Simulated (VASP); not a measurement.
# Ba (P6/mmm) in VASP: further runs, part 2 of 2

VASP 6.6.1. The steps go on from the part before.

## 5. Single point, r2SCAN

This run uses another cell than the first one, of 66.46 Å³/atom.

Contents of POSCAR:

```
Ba
1.0
    7.3205535869      0.0000000000      0.0000000000
   -3.6602767934      6.3397853760      0.0000000000
    0.0000000000      0.0000000000      4.2959746262
Ba
3
Direct
    1.0000000000      0.0000000000      1.0000000000
    0.3333333333      0.6666666667      0.5000000000
    0.6666666667      0.3333333333      0.5000000000
```

Contents of INCAR.step1:

```
PREC = Accurate
ENCUT = 520
ISMEAR = -1
SIGMA = 0.1
LREAL = F
LASPH = T
NELM = 80
NBANDS = 22
GGA = PE
ALGO = Normal
EDIFF = 1E-4
LWAVE = T
LCHARG = F
```

Contents of INCAR.step2:

```
PREC = Accurate
ENCUT = 520
EDIFF = 1E-7
ISMEAR = -1
SIGMA = 0.1
LREAL = F
LASPH = T
NELM = 80
ALGO = Normal
ISIF = 2
LWAVE = F
LCHARG = F
METAGGA = R2SCAN
LMIXTAU = T
NBANDS = 22
ISTART = 1
```

Contents of KPOINTS:

```
regular mesh
0
Gamma
  7 7 10
```

Potentials or basis: VASP PAW PBE potentials, release 64 (Ba_sv).

Run with:

```
$ cat potpaw_PBE.64/Ba_sv/POTCAR > POTCAR
$ cp INCAR.step1 INCAR
$ mpirun -np 1 vasp_std > vasp.out
$ cp INCAR.step2 INCAR
$ mpirun -np 1 vasp_std > vasp.out
```

OUTCAR:

```text
PREC = Accurate
   ENCUT = 520
   EDIFF = 1E-7
   ISMEAR = -1
   LREAL = F
   LASPH = T
   NELM = 80
   ISIF = 2
   METAGGA = R2SCAN
   ISTART = 1

 ion  position               nearest neighbor table
   1  0.000  0.000  0.000-   2 4.74   3 4.74   2 4.74   3 4.74   2 4.74   2 4.74   3 4.74   3 4.74
                             3 4.74   3 4.74   2 4.74   2 4.74
   2  0.333  0.667  0.500-   3 4.23   3 4.23   3 4.23   1 4.74   1 4.74   1 4.74   1 4.74   1 4.74
                             1 4.74
   3  0.667  0.333  0.500-   2 4.23   2 4.23   2 4.23   1 4.74   1 4.74   1 4.74   1 4.74   1 4.74
                             1 4.74

  LATTYP: Found a hexagonal cell.
 ALAT       =     7.3205535869
 C/A-ratio  =     0.5868373990

  Lattice vectors:

 A1 = (   7.3205535869,   0.0000000000,   0.0000000000)
 A2 = (  -3.6602767934,   6.3397853760,   0.0000000000)
 A3 = (   0.0000000000,   0.0000000000,   4.2959746262)

Analysis of symmetry for initial positions (statically):
=====================================================================
 Subroutine PRICEL returns:
 Original cell was already a primitive cell.

 Routine SETGRP: Setting up the symmetry group for a
 hexagonal supercell.

 Subroutine GETGRP returns: Found 24 space group operations
 (whereof 24 operations were pure point group operations)
 out of a pool of 24 trial point group operations.

The static configuration has the point symmetry D_6h.

Analysis of symmetry for dynamics (positions and initial velocities):
=====================================================================
 Subroutine PRICEL returns:
 Original cell was already a primitive cell.

 Routine SETGRP: Setting up the symmetry group for a
 hexagonal supercell.

 Subroutine GETGRP returns: Found 24 space group operations
 (whereof 24 operations were pure point group operations)
 out of a pool of 24 trial point group operations.

The dynamic configuration has the point symmetry D_6h.

 Subroutine INISYM returns: Found 24 space group operations
 (whereof 24 operations are pure point group operations),
 and found     1 'primitive' translations

----------------------------------------------------------------------------------------

                                     Primitive cell

  volume of cell :     199.3794

  direct lattice vectors                    reciprocal lattice vectors
     7.320553587  0.000000000  0.000000000     0.136601691  0.078867023  0.000000000
    -3.660276793  6.339785376  0.000000000     0.000000000  0.157734046  0.000000000
     0.000000000  0.000000000  4.295974626     0.000000000  0.000000000  0.232776049

  length of vectors
     7.320553587  7.320553587  4.295974626     0.157734046  0.157734046  0.232776049

  position of ions in fractional coordinates (direct lattice)
     0.000000000  0.000000000  0.000000000
     0.333333333  0.666666667  0.500000000
     0.666666667  0.333333333  0.500000000

  ion indices of the primitive-cell ions
   primitive index   ion index
                 1           1
                 2           2
                 3           3

----------------------------------------------------------------------------------------

 KPOINTS: regular mesh

Automatic generation of k-mesh.
 Grid dimensions read from file:
 generate k-points for:    7    7   10

 Generating k-lattice:

  Cartesian coordinates                     Fractional coordinates (reciprocal lattice)
     0.019514527  0.011266718  0.000000000     0.142857143  0.000000000  0.000000000
     0.000000000  0.022533435  0.000000000     0.000000000  0.142857143  0.000000000
     0.000000000  0.000000000  0.023277605     0.000000000  0.000000000  0.100000000

  Length of vectors
     0.022533435  0.022533435  0.023277605

  Shift w.r.t. Gamma in fractional coordinates (k-lattice)
     0.000000000  0.000000000  0.000000000

 Subroutine IBZKPT returns following result:
 ===========================================

 Found     48 irreducible k-points:

 Following reciprocal coordinates:
            Coordinates               Weight
  0.000000  0.000000  0.000000      1.000000
  0.142857 -0.000000  0.000000      6.000000
  0.285714 -0.000000  0.000000      6.000000
  0.428571 -0.000000  0.000000      6.000000
  0.142857  0.142857  0.000000      6.000000
  0.285714  0.142857  0.000000     12.000000
[... 16 lines left out ...]
  0.428571  0.142857  0.200000     12.000000
  0.285714  0.285714  0.200000     12.000000
 [... further k-points ...]
   k-points           NKPTS =     48   k-points in BZ     NKDIM =     48   number of bands    NBANDS=     22
   number of dos      NEDOS =    301   number of ions     NIONS =      3
   total plane-waves  NPLWV =  93312
   dimension x,y,z NGX =    54 NGY =   54 NGZ =   32
   dimension x,y,z NGXF=   108 NGYF=  108 NGZF=   64
   ions per type =               3
   NGX,Y,Z   is equivalent  to a cutoff of  12.26, 12.26, 12.38 a.u.
   NGXF,Y,Z  is equivalent  to a cutoff of  24.53, 24.53, 24.77 a.u.
 SYSTEM =  unknown system
   PREC   = accura    normal or accurate (medium, high low for compatibility)
   ISTART =      1    job   : 0-new  1-cont  2-samecut
   ICHARG =      0    charge: 1-file 2-atom 10-const
   ISPIN  =      1    spin polarized calculation?
   LNONCOLLINEAR =      F non collinear calculations
   LSORBIT =      F    spin-orbit coupling
   LASPH  =      T    aspherical Exc in radial PAW
   ENCUT  =  520.0 eV  38.22 Ry    6.18 a.u.  13.61 13.61  7.99*2*pi/ulx,y,z
   NELM   =     80;   NELMIN=  2; NELMDL=  0     # of ELM steps
   EDIFF  = 0.1E-06   stopping-criterion for ELM
   LREAL  =      F    real-space projection
   EDIFFG = 0.1E-05   stopping-criterion for IOM
   NSW    =      0    number of steps for IOM
   IBRION =     -1    ionic relax: 0-MD 1-quasi-New 2-CG
   NFREE  =      0    steps in history (QN), initial steepest desc. (CG)
   ISIF   =      2    stress and relaxation
   ISYM   =      2    0-nonsym 1-usesym 2-fastsym
   POTIM  = 0.5000    time-step for ionic-motion
   TEBEG  =    0.0;   TEEND  =   0.0 temperature during run
   PSTRESS=    0.0 pullay stress
   NELECT =      30.0000    total number of electrons
   NUPDOWN=      -1.0000    fix difference up-down
   EMIN   =  10.00;   EMAX   =-10.00  energy-range for DOS
   EFERMI =   0.00;   METHOD = LEGACY
   ISMEAR =    -1;   SIGMA  =   0.10  broadening in eV -4-tet -1-fermi 0-gaus
   EFERMI_NEDOS =   21; number of points for ismear=-14 and -15
   IALGO  =     38    algorithm
   IMIX   =      4    mixing-type and parameters
     AMIX     =   0.40;   BMIX     =  1.00
     AMIX_MAG =   1.60;   BMIX_MAG =  1.00
  volume/ion in A,a.u.               =      66.46       448.49
  Fermi-wavevector in a.u.,A,eV,Ry     =   0.870740  1.645460 10.315777  0.758188
  Thomas-Fermi vector in A             =   1.989748
   LORBIT       =      0    0 simple, 1 ext, 2 COOP (PROOUT), +10 PAW based schemes
   METAGGA = R2SCAN    functional components
   LHFCALC =     F    Hartree Fock is set to
   AEXX    =    0.0000 exact exchange contribution
   IVDW    =     0    specifies the selected vdW correction
   LEPSILON=     F    determine dielectric tensor
   LRPA    =     F    only Hartree local field effects (RPA)
 non-spin polarized calculation
  energy-cutoff  :      520.00
  volume of cell :      199.38
 maximum number of plane-waves:      5416
   NGX = 27   NGY = 27   NGZ = 15

 number of electron      30.0000002 magnetization

 Free energy of the ion-electron system (eV)
  ---------------------------------------------------
  ext. energy  EPLUGINS =         0.00000000
  ---------------------------------------------------
  free energy    TOTEN  =       -79.20951217 eV

  energy without entropy =      -79.03452153  energy(sigma->0) =      -79.12201685

 E-fermi :   1.5725     XC(G=0):  -7.6551

 val. band max:        1.5622274956   @ k =   0.0000   0.0000   0.4000
 cond. band min:       1.5782462465   @ k =   0.4286  -0.0000   0.3000
 fundamental gap:      0.0160187508
 Fermi energy:         1.5724913641

 k-point     1 :       0.0000    0.0000    0.0000
  band No.  band energies     occupation
      1     -28.4983      2.00000
      2     -28.4546      2.00000
      3     -28.3804      2.00000
      4     -13.3905      2.00000
      5     -13.3905      2.00000
      6     -13.2281      2.00000
[... 14 lines left out ...]
     21       3.8776      0.00000
     22       3.8777      0.00000
[... 552 lines left out ...]
  band No.  band energies     occupation
      1     -28.4718      2.00000
      2     -28.4641      2.00000
      3     -28.3741      2.00000
      4     -13.4216      2.00000
      5     -13.3131      2.00000
      6     -13.2546      2.00000
[... 14 lines left out ...]
     21       3.1381      0.00000
     22       3.5706      0.00000

 [... further k-points ...]
[... 5 lines left out ...]
  --------------------------------------------------------------------------------------
  -------------------------------------------------------------------------------------
  Total        0.0306445      0.0306445      0.0792485      0.0000000     -0.0000000     -0.0000000
  in kB        0.2462535      0.2462535      0.6368272      0.0000000     -0.0000000     -0.0000000
  external PRESSURE =       0.3764447 kB  Pullay stress =       0.0000000 kB

 VOLUME and BASIS-vectors are now :
 -----------------------------------------------------------------------------
  energy-cutoff  :      520.00
  volume of cell :      199.38
      direct lattice vectors                 reciprocal lattice vectors
     7.320553587  0.000000000  0.000000000     0.136601691  0.078867023  0.000000000
    -3.660276793  6.339785376  0.000000000     0.000000000  0.157734046  0.000000000
     0.000000000  0.000000000  4.295974626     0.000000000  0.000000000  0.232776049

 POSITION                                       TOTAL-FORCE (eV/Angst)
 -----------------------------------------------------------------------------------
      0.00000      0.00000      0.00000         0.000000      0.000000      0.000000
     -0.00000      4.22652      2.14799         0.000000     -0.000000      0.000000
      3.66028      2.11326      2.14799        -0.000000      0.000000      0.000000
 -----------------------------------------------------------------------------------
    total drift:                               -0.000000      0.000000      0.000000

  FREE ENERGIE OF THE ION-ELECTRON SYSTEM (eV)
  ---------------------------------------------------
  free  energy   TOTEN  =       -79.2095121728 eV

  energy  without entropy=      -79.0345215345  energy(sigma->0) =      -79.12201685
```

OUTCAR.step1:

```text
PREC = Accurate
   ENCUT = 520
   ISMEAR = -1
   LREAL = F
   LASPH = T
[... 827 lines left out ...]
      0.00000      0.00000      0.00000         0.000000      0.000000      0.000000
     -0.00000      4.22652      2.14799        -0.000000      0.000000      0.000000
      3.66028      2.11326      2.14799         0.000000     -0.000000      0.000000
 -----------------------------------------------------------------------------------
    total drift:                                0.000000      0.000000      0.000000

  FREE ENERGIE OF THE ION-ELECTRON SYSTEM (eV)
  ---------------------------------------------------
  free  energy   TOTEN  =        -5.6522070588 eV

  energy  without entropy=       -5.4669409164  energy(sigma->0) =       -5.55957399
```

Wall time 16 min (1 thread of Oxide Virtual Turin-like, shared host); peak memory 0.4 GiB.

What came out:

```
Free energy            : -79.2095 eV
Pressure               : 0.0 GPa
Band gap on the k mesh : zero (bands 15 and 16 overlap by 0.60 eV)
```

Levels at points of the mesh, in eV from the Fermi level:
```tsv
k point	band 12	band 13	band 14	band 15	band 16	band 17	band 18	band 19
(0.00, 0.00, 0.00)	-14.57	-2.88	-0.20	0.38	0.38	0.47	0.47	0.74
(0.00, 0.00, 0.50)	-14.65	-0.66	-0.35	-0.35	-0.22	-0.06	-0.06	1.55
```

Caveat: the PAW data sets were made with another functional, which shifts forces and pressure a little; spin-orbit coupling is left out, which moves the levels of the heavy elements.

## 6. Summary

```tsv
cell	k mesh	gap on the mesh (eV)	pressure (GPa)
a = 7.417, b = 7.417, c = 4.353 Å, angles 90.0, 90.0, 120.0°, 3 atoms	6 × 6 × 8	none	-0.3
a = 7.511, b = 7.511, c = 4.408 Å, angles 90.0, 90.0, 120.0°, 3 atoms	6 × 6 × 8	none	-0.5
a = 7.602, b = 7.602, c = 4.461 Å, angles 90.0, 90.0, 120.0°, 3 atoms	6 × 6 × 8	none	-0.7
a = 7.321, b = 7.321, c = 4.296 Å, angles 90.0, 90.0, 120.0°, 3 atoms	7 × 7 × 10	none	0.0
```

Alike in all rows: task single point; level r2SCAN; potentials or basis VASP PAW PBE potentials, release 64 (Ba_sv); no spin polarisation; cutoff (eV) 520; smearing fermi-dirac 0.1 eV.

Caveats: the PAW data sets were made with another functional, which shifts forces and pressure a little; spin-orbit coupling is left out, which moves the levels of the heavy elements.

Total energies depend on the potentials used, so only differences within one code and one set of settings carry meaning.
